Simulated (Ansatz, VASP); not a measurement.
## One calculation of CdPd, two programs

```
Cd Pd
1.0
     2.96888    0.00000    0.00000
     0.00000    2.96888    0.00000
     0.00000    0.00000    3.61364
Cd Pd
1 1
Direct
  0.00000 0.00000 0.00000
  0.50000 0.50000 0.50000
```

Alike in both runs: functional LDA; k mesh 14 × 14 × 12; occupations fermi-dirac, width 0.15 eV; no spin polarisation.

Ansatz relaxed the structure, and its values are those at the end. VASP's run is a single point on that final structure, the one shown.

```csv
,VASP,Ansatz
version,VASP 6.6.1,Ansatz 0.2.0
potentials or method,"VASP PAW LDA potentials, release 64 (Cd, Pd), cutoff 520 eV","scalar-relativistic, plane waves, PAW"
valence electrons in the cell,22,38
```

```csv
,VASP,Ansatz,Ansatz less VASP
gap on the k mesh at the Fermi level (eV),none,none,-
pressure (GPa),1.6,0.0,-1.56
```

LDA's correlation is that of Perdew and Zunger in VASP and of Perdew and Wang (1992) in Ansatz. A gap of «none» marks a metal or a gap that the smearing closes. VASP's potentials hold 22 valence electrons a cell and Ansatz's 38, so a difference there can come from the potentials and not from the codes.
